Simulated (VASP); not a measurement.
# TaN (Fm-3m) in VASP: further runs

The runs below take TaN through single point, with PBE.

Program: VASP 6.6.1. These are calculated values, not measurements. Logs are shortened: lines on timing, memory, paths and dates and some standing lists are left out, and cuts for length are marked.

**1. The cell of the first run**

It takes space group Fm-3m (No. 225, cubic). The conventional cell has a = 4.358 Å, b = 4.358 Å, c = 4.358 Å, α = 90.00°, β = 90.00°, γ = 90.00°. Within 2.9 Å of Ta (site symmetry m-3m) lie 6 N at 2.18 Å. N (site symmetry m-3m) has 6 Ta at 2.18 Å within 2.9 Å.

**2. Single point, PBE**

Contents of INCAR:

```
PREC = Accurate ; ENCUT = 600
EDIFF = 1E-6 ; ISMEAR = 1
SIGMA = 0.25 ; LREAL = False
LASPH = True ; NELM = 120
ALGO = Normal ; ISIF = 2
LWAVE = False ; LCHARG = False
GGA = PE ; NBANDS = 15
GGA_COMPAT = False
```

Contents of KPOINTS:

```
Automatic mesh
0
Gamma
  11 11 11
```

Contents of POSCAR:

```
TaN
1.0
    3.0815710000      0.0000000000      0.0000000000
    1.5407855000      2.6687187696      0.0000000000
    1.5407855000      0.8895729232      2.5160921854
Ta N
1 1
Direct
    0.5000000000      0.5000000000      0.5000000000
    0.0000000000      0.0000000000      0.0000000000
```

Potentials or basis: VASP PAW PBE potentials, release 64 (Ta_pv, N).

Started as:

```console
cat potpaw_PBE.64/Ta_pv/POTCAR potpaw_PBE.64/N/POTCAR > POTCAR
mpirun -np 1 vasp_std > vasp.out
```

OUTCAR:

```text
PREC = Accurate
   ENCUT = 600
   EDIFF = 1E-6
   ISMEAR = 1
   LREAL = False
   LASPH = True
   NELM = 120
   ISIF = 2
   GGA = PE

 ion  position               nearest neighbor table
   1  0.500  0.500  0.500-   2 2.18   2 2.18   2 2.18   2 2.18   2 2.18   2 2.18
   2  0.000  0.000  0.000-   1 2.18   1 2.18   1 2.18   1 2.18   1 2.18   1 2.18

  LATTYP: Found a face centered cubic cell.
 ALAT       =     4.3579995017

  Lattice vectors:

 A1 = (   3.0815710000,   0.0000000000,   0.0000000000)
 A2 = (   1.5407855000,   2.6687187696,   0.0000000000)
 A3 = (   1.5407855000,   0.8895729232,   2.5160921854)

Analysis of symmetry for initial positions (statically):
=====================================================================
 Subroutine PRICEL returns:
 Original cell was already a primitive cell.

 Routine SETGRP: Setting up the symmetry group for a
 face centered cubic supercell.

 Subroutine GETGRP returns: Found 48 space group operations
 (whereof 48 operations were pure point group operations)
 out of a pool of 48 trial point group operations.

The static configuration has the point symmetry O_h .

Analysis of symmetry for dynamics (positions and initial velocities):
=====================================================================
 Subroutine PRICEL returns:
 Original cell was already a primitive cell.

 Routine SETGRP: Setting up the symmetry group for a
 face centered cubic supercell.

 Subroutine GETGRP returns: Found 48 space group operations
 (whereof 48 operations were pure point group operations)
 out of a pool of 48 trial point group operations.

The dynamic configuration has the point symmetry O_h .

 Subroutine INISYM returns: Found 48 space group operations
 (whereof 48 operations are pure point group operations),
 and found     1 'primitive' translations

----------------------------------------------------------------------------------------

                                     Primitive cell

  volume of cell :      20.6920

  direct lattice vectors                    reciprocal lattice vectors
     3.081571000  0.000000000  0.000000000     0.324509804 -0.187355822 -0.132480573
     1.540785500  2.668718770  0.000000000     0.000000000  0.374711645 -0.132480573
     1.540785500  0.889572923  2.516092185     0.000000000  0.000000000  0.397441718

  length of vectors
     3.081571000  3.081571000  3.081571000     0.397441718  0.397441718  0.397441718

  position of ions in fractional coordinates (direct lattice)
     0.500000000  0.500000000  0.500000000
     0.000000000  0.000000000  0.000000000

  ion indices of the primitive-cell ions
   primitive index   ion index
                 1           1
                 2           2

----------------------------------------------------------------------------------------

 KPOINTS: Automatic mesh

Automatic generation of k-mesh.
 Grid dimensions read from file:
 generate k-points for:   11   11   11

 Generating k-lattice:

  Cartesian coordinates                     Fractional coordinates (reciprocal lattice)
     0.029500891 -0.017032347 -0.012043688     0.090909091  0.000000000  0.000000000
     0.000000000  0.034064695 -0.012043688     0.000000000  0.090909091 -0.000000000
     0.000000000  0.000000000  0.036131065     0.000000000  0.000000000  0.090909091

  Length of vectors
     0.036131065  0.036131065  0.036131065

  Shift w.r.t. Gamma in fractional coordinates (k-lattice)
     0.000000000  0.000000000  0.000000000

 Subroutine IBZKPT returns following result:
 ===========================================

 Found     56 irreducible k-points:

 Following reciprocal coordinates:
            Coordinates               Weight
  0.000000  0.000000  0.000000      1.000000
  0.090909 -0.000000  0.000000      8.000000
  0.181818 -0.000000 -0.000000      8.000000
  0.272727 -0.000000 -0.000000      8.000000
  0.363636 -0.000000  0.000000      8.000000
  0.454545  0.000000  0.000000      8.000000
[... 16 lines left out ...]
 -0.272727  0.181818 -0.000000     24.000000
 -0.181818  0.181818 -0.000000     12.000000
 [... further k-points ...]
   k-points           NKPTS =     56   k-points in BZ     NKDIM =     56   number of bands    NBANDS=     15
   number of dos      NEDOS =    301   number of ions     NIONS =      2
   total plane-waves  NPLWV =  21952
   dimension x,y,z NGX =    28 NGY =   28 NGZ =   28
   dimension x,y,z NGXF=    56 NGYF=   56 NGZF=   56
   ions per type =               1   1
   NGX,Y,Z   is equivalent  to a cutoff of  15.11, 15.11, 15.11 a.u.
   NGXF,Y,Z  is equivalent  to a cutoff of  30.21, 30.21, 30.21 a.u.
 SYSTEM =  unknown system
   PREC   = accura    normal or accurate (medium, high low for compatibility)
   ISTART =      0    job   : 0-new  1-cont  2-samecut
   ICHARG =      2    charge: 1-file 2-atom 10-const
   ISPIN  =      1    spin polarized calculation?
   LNONCOLLINEAR =      F non collinear calculations
   LSORBIT =      F    spin-orbit coupling
   LASPH  =      T    aspherical Exc in radial PAW
   ENCUT  =  600.0 eV  44.10 Ry    6.64 a.u.   6.15  6.15  6.15*2*pi/ulx,y,z
   NELM   =    120;   NELMIN=  2; NELMDL= -5     # of ELM steps
   EDIFF  = 0.1E-05   stopping-criterion for ELM
   LREAL  =      F    real-space projection
   EDIFFG = 0.1E-04   stopping-criterion for IOM
   NSW    =      0    number of steps for IOM
   IBRION =     -1    ionic relax: 0-MD 1-quasi-New 2-CG
   NFREE  =      0    steps in history (QN), initial steepest desc. (CG)
   ISIF   =      2    stress and relaxation
   ISYM   =      2    0-nonsym 1-usesym 2-fastsym
   POTIM  = 0.5000    time-step for ionic-motion
   TEBEG  =    0.0;   TEEND  =   0.0 temperature during run
   PSTRESS=    0.0 pullay stress
   NELECT =      16.0000    total number of electrons
   NUPDOWN=      -1.0000    fix difference up-down
   EMIN   =  10.00;   EMAX   =-10.00  energy-range for DOS
   EFERMI =   0.00;   METHOD = LEGACY
   ISMEAR =     1;   SIGMA  =   0.25  broadening in eV -4-tet -1-fermi 0-gaus
   EFERMI_NEDOS =   21; number of points for ismear=-14 and -15
   IALGO  =     38    algorithm
   IMIX   =      4    mixing-type and parameters
     AMIX     =   0.40;   BMIX     =  1.00
     AMIX_MAG =   1.60;   BMIX_MAG =  1.00
  volume/ion in A,a.u.               =      10.35        69.82
  Fermi-wavevector in a.u.,A,eV,Ry     =   1.502615  2.839530 30.719929  2.257851
  Thomas-Fermi vector in A             =   2.613832
   LORBIT       =      0    0 simple, 1 ext, 2 COOP (PROOUT), +10 PAW based schemes
   GGA     = PE    functional components
   LHFCALC =     F    Hartree Fock is set to
   AEXX    =    0.0000 exact exchange contribution
   IVDW    =     0    specifies the selected vdW correction
   LEPSILON=     F    determine dielectric tensor
   LRPA    =     F    only Hartree local field effects (RPA)
 non-spin polarized calculation
 Methfessel and Paxton  Order N= 1 SIGMA  =   0.25
  energy-cutoff  :      600.00
  volume of cell :       20.69
 maximum number of plane-waves:       701
 NGX is ok and might be reduce to    28
   NGX = 13   NGY = 13   NGZ = 13

 number of electron      16.0000001 magnetization

 Free energy of the ion-electron system (eV)
  ---------------------------------------------------
  ext. energy  EPLUGINS =         0.00000000
  ---------------------------------------------------
  free energy    TOTEN  =       -21.77841221 eV

  energy without entropy =      -21.77940457  energy(sigma->0) =      -21.77874300

 E-fermi :   9.8981     XC(G=0): -13.5896

 val. band max:        9.8088303942   @ k =  -0.3636   0.2727   0.0909
 cond. band min:       9.9295723310   @ k =   0.0000   0.0000   0.0000
 fundamental gap:      0.1207419369
 Fermi energy:         9.8981198190

 k-point     1 :       0.0000    0.0000    0.0000
  band No.  band energies     occupation
      1     -25.8651      2.00000
      2     -25.8651      2.00000
      3     -25.8651      2.00000
      4      -9.2320      2.00000
      5       5.9534      2.00000
      6       5.9534      2.00000
      7       5.9534      2.00000
      8       7.6764      2.00000
      9       7.6764      2.00000
     10       7.6764      2.00000
     11       9.9296      0.78892
     12       9.9296      0.78892
     13      11.6164     -0.00000
     14      19.2742      0.00000
     15      22.2855      0.00000

 k-point     2 :       0.0909   -0.0000    0.0000
  band No.  band energies     occupation
      1     -25.9464      2.00000
      2     -25.8723      2.00000
      3     -25.8723      2.00000
      4      -9.0218      2.00000
      5       4.9843      2.00000
      6       5.2882      2.00000
      7       5.2882      2.00000
      8       7.9920      2.00000
      9       7.9920      2.00000
     10       8.0766      2.00000
     11      10.7362     -0.00002
     12      10.7362     -0.00002
     13      12.2010     -0.00000
     14      19.9085      0.00000
     15      22.2852      0.00000

 k-point     3 :       0.1818   -0.0000   -0.0000
  band No.  band energies     occupation
      1     -26.1585      2.00000
      2     -25.8916      2.00000
      3     -25.8916      2.00000
      4      -8.4401      2.00000
      5       3.3055      2.00000
      6       4.1651      2.00000
      7       4.1651      2.00000
      8       8.5857      2.00000
      9       8.7088      2.00000
     10       8.7088      2.00000
     11      12.4581     -0.00000
     12      12.4581     -0.00000
     13      13.4940     -0.00000
     14      21.4785      0.00000
     15      22.2848      0.00000
[... 343 lines left out ...]
 k-point    23 :      -0.2727    0.1818   -0.0000
  band No.  band energies     occupation
      1     -26.5436      2.00000
      2     -26.1385      2.00000
      3     -25.9361      2.00000
      4      -6.9396      2.00000
      5       0.6015      2.00000
      6       2.4631      2.00000
      7       3.1455      2.00000
      8      10.0022      0.35843
      9      10.0538      0.13998
     10      11.9376     -0.00000
     11      13.0321     -0.00000
     12      16.5577      0.00000
     13      17.3263      0.00000
     14      21.8760      0.00000
     15      22.3333      0.00000

 k-point    24 :      -0.1818    0.1818   -0.0000
  band No.  band energies     occupation
      1     -26.3940      2.00000
      2     -26.0658      2.00000
      3     -25.9022      2.00000
      4      -7.5046      2.00000
      5       1.4144      2.00000
      6       2.8341      2.00000
      7       3.6550      2.00000
      8       9.1345      2.00014
      9       9.5284      2.05717
     10      11.3138     -0.00000
     11      11.8633     -0.00000
     12      15.6976      0.00000
     13      15.9874      0.00000
     14      22.2749      0.00000
     15      23.3897      0.00000

 [... further k-points ...]

------------------------ aborting loop because EDIFF is reached ----------------------------------------

  FORCE on cell =-STRESS in cart. coord.  units (eV):
  Direction    XX          YY          ZZ          XY          YZ          ZX
  --------------------------------------------------------------------------------------
  -------------------------------------------------------------------------------------
  Total        1.9947239      1.9947239      1.9947239     -0.0000000      0.0000000      0.0000000
  in kB      154.4513977    154.4513977    154.4513977     -0.0000000      0.0000000      0.0000000
  external PRESSURE =     154.4513977 kB  Pullay stress =       0.0000000 kB

 VOLUME and BASIS-vectors are now :
 -----------------------------------------------------------------------------
  energy-cutoff  :      600.00
  volume of cell :       20.69
      direct lattice vectors                 reciprocal lattice vectors
     3.081571000  0.000000000  0.000000000     0.324509804 -0.187355822 -0.132480573
     1.540785500  2.668718770  0.000000000     0.000000000  0.374711645 -0.132480573
     1.540785500  0.889572923  2.516092185     0.000000000  0.000000000  0.397441718

 POSITION                                       TOTAL-FORCE (eV/Angst)
 -----------------------------------------------------------------------------------
      3.08157      1.77915      1.25805         0.000000     -0.000000      0.000000
      0.00000      0.00000      0.00000        -0.000000      0.000000      0.000000
 -----------------------------------------------------------------------------------
    total drift:                                0.000000      0.000000      0.000000

  FREE ENERGIE OF THE ION-ELECTRON SYSTEM (eV)
  ---------------------------------------------------
  free  energy   TOTEN  =       -21.7784122146 eV

  energy  without entropy=      -21.7794045653  energy(sigma->0) =      -21.77874300
```

Run time: 40 s. Hardware: 1 thread of Intel Xeon 8259CL, shared host; peak memory 0.17 GiB.

Results:

```yaml
Free_energy: -21.7784 eV
Pressure: 15.4 GPa
Band_gap_on_the_k_mesh: zero (band 8 reaches 11.61 eV, above the bottom of band 9 at 7.68 eV)
```

Caveat: spin-orbit coupling is left out, which moves the levels of the heavy elements.

[end of part 1 of 2]
